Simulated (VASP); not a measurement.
# TiO2 in VASP: a series of runs, part 3 of 3

VASP 6.6.1. The steps go on from the part before.

### Step 5. Single point, PBE+U

INCAR reads:

```
SYSTEM = TiO2
PREC = Accurate
ENCUT = 520
EDIFF = 1E-7
ISMEAR = 0
SIGMA = 0.05
LREAL = .FALSE.
LASPH = .TRUE.
NELM = 150
ALGO = Normal
ISIF = 2
LWAVE = .FALSE.
LCHARG = .TRUE.
LMAXMIX = 4
LDAU = .TRUE.
LDAUTYPE = 2
LDAUL = 2 -1
LDAUU = 4 0
LDAUJ = 0 0
LDAUPRINT = 1
GGA = PE
LELF = .TRUE.
LVHAR = .TRUE.
NBANDS = 33
```

KPOINTS reads:

```
Automatic mesh
0
G
  6 6 6
  0 0 0
```

POSCAR reads:

```
TiO2
1.0
    2.6252399294     -2.6253128814     -0.0195896425
    2.6252399294      2.6253128814     -0.0195896425
   -2.5896256811      0.0000000000      4.7752202290
Ti O
2 4
Direct
    0.1250069486      0.8749930514      0.2500000000
    0.8749930514      0.1250069486      0.7500000000
    0.3302226688      0.0802459441      0.6604550595
    0.6697773312      0.9197540559      0.3395449405
    0.9197540559      0.6697773312      0.8395449405
    0.0802459441      0.3302226688      0.1604550595
```

Potentials or basis: VASP PAW PBE potentials, release 64 (Ti_sv, O).

Launch:

```
> cat potpaw_PBE.64/Ti_sv/POTCAR potpaw_PBE.64/O/POTCAR > POTCAR
> mpirun -np 1 vasp_std > vasp.out
```

OUTCAR:

```text
SYSTEM = TiO2
   PREC = Accurate
   ENCUT = 520
   EDIFF = 1E-7
   ISMEAR = 0
   LREAL = .FALSE.
   LASPH = .TRUE.
   NELM = 150
   ISIF = 2
   GGA = PE

 ion  position               nearest neighbor table
   1  0.125  0.875  0.250-   4 1.90   6 1.90   4 1.90   6 1.90   3 1.95   5 1.95
   2  0.875  0.125  0.750-   3 1.90   5 1.90   5 1.90   3 1.90   6 1.95   4 1.95
   3  0.330  0.080  0.660-   2 1.90   2 1.90   1 1.95
   4  0.670  0.920  0.340-   1 1.90   1 1.90   2 1.95
   5  0.920  0.670  0.840-   2 1.90   2 1.90   1 1.95
   6  0.080  0.330  0.160-   1 1.90   1 1.90   2 1.95

  LATTYP: Found a base centered monoclinic cell.
 ALAT       =     5.2506260354
 B/A-ratio  =     0.9999999481
 C/A-ratio  =     1.0345830161
 COS(beta)  =    -0.4832630161

  Lattice vectors:

 A1 = (   2.6252399294,  -2.6253128814,  -0.0195896425)
 A2 = (   2.6252399294,   2.6253128814,  -0.0195896425)
 A3 = (  -2.5896256811,   0.0000000000,   4.7752202290)

Analysis of symmetry for initial positions (statically):
=====================================================================
 Subroutine PRICEL returns:
 Original cell was already a primitive cell.

 Routine SETGRP: Setting up the symmetry group for a
 base centered monoclinic supercell.

 Subroutine GETGRP returns: Found  4 space group operations
 (whereof  2 operations were pure point group operations)
 out of a pool of  4 trial point group operations.

The static configuration has the point symmetry S_2 .
 The point group associated with its full space group is C_2h.
[... 223 lines left out ...]
  o =  0.1086  v =  0.0000  0.0000  0.0000  0.0000  0.0000  0.0075  1.0000  0.0000 -0.0000 -0.0000      0.0000  0.0000  0.0000  0.0000  0.0000  0.0000  0.0000  0.0000  0.0000  0.0000
  o =  0.1086  v =  0.0075  1.0000  0.0000 -0.0000 -0.0000  0.0000  0.0000  0.0000  0.0000  0.0000      0.0000  0.0000  0.0000  0.0000  0.0000  0.0000  0.0000  0.0000  0.0000  0.0000
  o =  0.2606  v =  0.0000  0.0000  0.0000  0.0000  0.0000  0.0000 -0.0000 -0.9999 -0.0130 -0.0000      0.0000  0.0000  0.0000  0.0000  0.0000  0.0000  0.0000  0.0000  0.0000  0.0000
  o =  0.2606  v =  0.0000 -0.0000 -0.9999 -0.0130 -0.0000  0.0000  0.0000  0.0000  0.0000  0.0000      0.0000  0.0000  0.0000  0.0000  0.0000  0.0000  0.0000  0.0000  0.0000  0.0000
  o =  0.2650  v = -1.0000  0.0075 -0.0000 -0.0000  0.0000  0.0000  0.0000  0.0000  0.0000  0.0000      0.0000  0.0000  0.0000  0.0000  0.0000  0.0000  0.0000  0.0000  0.0000  0.0000
  o =  0.2650  v =  0.0000  0.0000  0.0000  0.0000  0.0000 -1.0000  0.0075 -0.0000 -0.0000  0.0000      0.0000  0.0000  0.0000  0.0000  0.0000  0.0000  0.0000  0.0000  0.0000  0.0000

 number of electron      48.0000015 magnetization

 Free energy of the ion-electron system (eV)
  ---------------------------------------------------
  ext. energy  EPLUGINS =         0.00000000
  ---------------------------------------------------
  free energy    TOTEN  =       -47.98994026 eV

  energy without entropy =      -47.98994026  energy(sigma->0) =      -47.98994026

 E-fermi :   4.2072     XC(G=0): -10.9360

 val. band max:        3.8996127832   @ k =   0.0000   0.0000   0.5000
 cond. band min:       6.8642306838   @ k =   0.0000   0.0000   0.0000
 fundamental gap:      2.9646179006
 Fermi energy:         4.2071958530

 k-point     1 :       0.0000    0.0000    0.0000
  band No.  band energies     occupation
      1     -53.1392      2.00000
      2     -53.0727      2.00000
      3     -29.6153      2.00000
      4     -29.3431      2.00000
      5     -29.3431      2.00000
      6     -29.2681      2.00000
[... 853 lines left out ...]
     32      10.7078      0.00000
     33      10.8047      0.00000

 [... further k-points ...]

------------------------ aborting loop because EDIFF is reached ----------------------------------------

  FORCE on cell =-STRESS in cart. coord.  units (eV):
  Direction    XX          YY          ZZ          XY          YZ          ZX
  --------------------------------------------------------------------------------------
  -------------------------------------------------------------------------------------
  Total       10.4018847     10.4020601     10.4841888      0.0000000      0.0000000      0.0006037
  in kB      254.2202667    254.2245552    256.2317660      0.0000000      0.0000000      0.0147551
  external PRESSURE =     254.8921960 kB  Pullay stress =       0.0000000 kB

 VOLUME and BASIS-vectors are now :
 -----------------------------------------------------------------------------
  energy-cutoff  :      520.00
  volume of cell :       65.56
      direct lattice vectors                 reciprocal lattice vectors
     2.625239929 -2.625312881 -0.019589643     0.191232644 -0.190453490  0.103706414
     2.625239929  2.625312881 -0.019589643     0.191232644  0.190453490  0.103706414
    -2.589625681  0.000000000  4.775220229     0.001569008  0.000000000  0.210265306

 POSITION                                       TOTAL-FORCE (eV/Angst)
 -----------------------------------------------------------------------------------
      1.97783      1.96895      1.17422        -0.000000     -0.000013     -0.000000
      0.68302     -1.96895      3.56183        -0.000000      0.000013     -0.000000
     -0.63275     -0.65627      3.14578         0.005288     -0.000008      0.680010
      3.29361      0.65627      1.59026        -0.005288      0.000008     -0.680010
      1.99879     -0.65627      3.97787        -0.005288     -0.000008     -0.680010
      0.66206      0.65627      0.75817         0.005288      0.000008      0.680010
 -----------------------------------------------------------------------------------
    total drift:                               -0.000000      0.000000      0.000000

  FREE ENERGIE OF THE ION-ELECTRON SYSTEM (eV)
  ---------------------------------------------------
  free  energy   TOTEN  =       -47.9899402561 eV

  energy  without entropy=      -47.9899402561  energy(sigma->0) =      -47.98994026
```

stdout:

```text
POSCAR found type information on POSCAR TiO
 POSCAR found :  2 types and       6 ions
 scaLAPACK will be used
 LDA part: xc-table for (Slater+PW92), standard interpolation
 POSCAR, INCAR and KPOINTS ok, starting setup
 FFT: planning ... GRIDC
 FFT: planning ... GRID_SOFT
 FFT: planning ... GRID
 WAVECAR not read
 entering main loop
```

It took 2.1 min on 1 thread of Intel Xeon 6975P-C, shared host; peak memory 0.25 GiB.

Results:

```
Free energy            : -47.9899 eV
Pressure               : 25.5 GPa
Largest force          : 0.680 eV/Å
Band gap on the k mesh : 2.96 eV (least direct gap 3.21 eV)
```

Forces on the atoms (eV/Å):
```
Ti   0.000  0.000  0.000
Ti   0.000  0.000  0.000
O    0.005  0.000  0.680
O   -0.005  0.000 -0.680
O   -0.005  0.000 -0.680
O    0.005  0.000  0.680
```

Stress tensor (GPa, compression positive):
```
25.42  0.00  0.00
 0.00 25.42  0.00
 0.00  0.00 25.62
```

Eigenvalues of the final occupation matrices:
| site | spin | trace | eigenvalues |
| --- | --- | --- | --- |
| site 1 d | 1 | 0.85 | 0.11 0.11 0.11 0.26 0.27 |
| site 1 d | 2 | 0.85 | 0.11 0.11 0.11 0.26 0.27 |
| site 2 d | 1 | 0.85 | 0.11 0.11 0.11 0.26 0.27 |
| site 2 d | 2 | 0.85 | 0.11 0.11 0.11 0.26 0.27 |

Caveat: the cell stands under pressure. A k mesh can miss the band edges.

### Step 6. Single point, PBE+U (atoms shifted along a free coordinate)

INCAR reads:

```
SYSTEM = TiO2
PREC = Accurate
ENCUT = 520
EDIFF = 1E-7
ISMEAR = 0
SIGMA = 0.05
LREAL = .False.
LASPH = .True.
NELM = 150
ALGO = Normal
ISIF = 2
LWAVE = .False.
LCHARG = .False.
LMAXMIX = 4
LDAU = .True.
LDAUTYPE = 2
LDAUL = 2 -1
LDAUU = 4 0
LDAUJ = 0 0
LDAUPRINT = 1
GGA = PE
NBANDS = 33
```

KPOINTS reads:

```
Automatic mesh
0
Gamma
  6 6 6
  0 0 0
```

POSCAR reads:

```
TiO2
1.0
    2.6252399294     -2.6253128814     -0.0195896425
    2.6252399294      2.6253128814     -0.0195896425
   -2.5896256811      0.0000000000      4.7752202290
Ti O
2 4
Direct
    0.1250069486      0.8749930514      0.2500000000
    0.8749930514      0.1250069486      0.7500000000
    0.3179523568      0.0679756321      0.6359144355
    0.6820476432      0.9320243679      0.3640855645
    0.9320243679      0.6820476432      0.8640855645
    0.0679756321      0.3179523568      0.1359144355
```

Potentials or basis: VASP PAW PBE potentials, release 64 (Ti_sv, O).

Launch:

```
> cat potpaw_PBE.64/Ti_sv/POTCAR potpaw_PBE.64/O/POTCAR > POTCAR
> mpirun -np 1 vasp_std > vasp.out
```

Wall time 2.6 min (1 thread of Intel Xeon 6975P-C, shared host); peak memory 0.25 GiB.

Results (log left out):

```yaml
Free_energy: -47.0079 eV
Pressure: 36.9 GPa
Largest_force: 3.803 eV/Å
Band_gap_on_the_k_mesh: 2.96 eV (least direct gap 3.22 eV)
```

Forces on the atoms (eV/Å):
```
Ti   0.000  0.000  0.000
Ti   0.000  0.000  0.000
O    0.028  0.000  3.803
O   -0.028  0.000 -3.803
O   -0.028  0.000 -3.803
O    0.028  0.000  3.803
```

Stress tensor (GPa, compression positive):
```
24.15  0.00  0.29
 0.00 24.15  0.00
 0.29  0.00 62.51
```

Levels at points of the mesh, in eV from the valence-band top:
```
           k point  band 22  band 23  band 24  band 25  band 26  band 27
(0.00, 0.00, 0.00)    -0.58    -0.47    -0.47     2.96     3.80     5.23
(0.50, 0.00, 0.00)    -1.07    -0.82    -0.44     3.90     4.28     4.34
(0.50, 0.50, 0.00)    -1.88    -0.57    -0.57     3.95     3.95     4.46
(0.00, 0.00, 0.50)    -1.11     0.00     0.00     3.36     3.36     4.75
(0.50, 0.00, 0.50)    -1.07    -0.82    -0.44     3.90     4.28     4.34
(0.50, 0.50, 0.50)    -1.88    -0.57    -0.57     3.95     3.95     4.47
```

Eigenvalues of the final occupation matrices:
```csv
site,spin,trace,eigenvalues
site 1 d,1,0.88,0.09 0.12 0.12 0.24 0.30
site 1 d,2,0.88,0.09 0.12 0.12 0.24 0.30
site 2 d,1,0.88,0.09 0.12 0.12 0.24 0.30
site 2 d,2,0.88,0.09 0.12 0.12 0.24 0.30
```

Caveat: the cell differs from its parent crystal (atoms shifted along a free coordinate); the stress differs along the axes, from 24 to 63 GPa; forces of over 1 eV/Å act on the atoms, so gaps and moduli don't describe the material at rest. A k mesh can miss the band edges.

### Step 7. Overview

| cell | gap on the mesh (eV) | pressure (GPa) | largest force (eV/Å) |
| --- | --- | --- | --- |
| as given, atomic positions A | 2.92 | 41.2 | 4.87 |
| as given, atomic positions B | 2.83 | 23.7 | 0.13 |
| as given, atomic positions C | 2.56 | 21.3 | 0.74 |
| as given, atomic positions D | 2.96 | 25.5 | 0.68 |
| as given, atomic positions E | 2.96 | 36.9 | 3.80 |

Alike in all rows: task single point; level PBE+U; potentials or basis VASP PAW PBE potentials, release 64 (Ti_sv, O); no spin polarisation; Ti d U = 4.0 eV; k mesh 6 × 6 × 6; cutoff (eV) 520; smearing gaussian 0.05 eV.

Caveats: forces of over 1 eV/Å act on the atoms, so gaps and moduli don't describe the material at rest (at least some runs); the stress differs along the axes, from 24 to 75 GPa (at least some runs); the stress differs along the axes, from 19 to 26 GPa (at least some runs); the stress differs along the axes, from 8 to 28 GPa (at least some runs); the cell stands under pressure (at least some runs); the stress differs along the axes, from 24 to 63 GPa (at least some runs).

Absolute energies hang on the potentials; compare differences alone.
